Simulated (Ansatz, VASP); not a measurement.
One calculation of CaO, two programs

```
CELL_PARAMETERS angstrom
0.00000 2.60673 2.60673
2.60673 0.00000 2.60673
2.60673 2.60673 0.00000
ATOMIC_POSITIONS crystal
Ca 0.00000 0.00000 0.00000
O 0.25000 0.25000 0.25000
```

Alike in both runs: task single point; functional r2SCAN; k mesh 5 × 5 × 5; no spin polarisation.

|  | VASP | Ansatz |
| --- | --- | --- |
| version | VASP 6.6.1 | Ansatz 0.2.0 |
| potentials or method | VASP PAW PBE potentials, release 64 (Ca_sv, O) | plane waves |
| plane-wave cutoff (eV) | 660 | 500 |
| occupations | gaussian, width 0.01 eV | fixed |
| valence electrons in the cell | 16 | 16 |

```csv
,VASP,Ansatz,Ansatz less VASP
gap on the k mesh at the Fermi level (eV),3.80,3.83,+0.023
pressure (GPa),0.7,0.0,-0.78
```

VASP's potentials were made for PBE, not for r2SCAN.
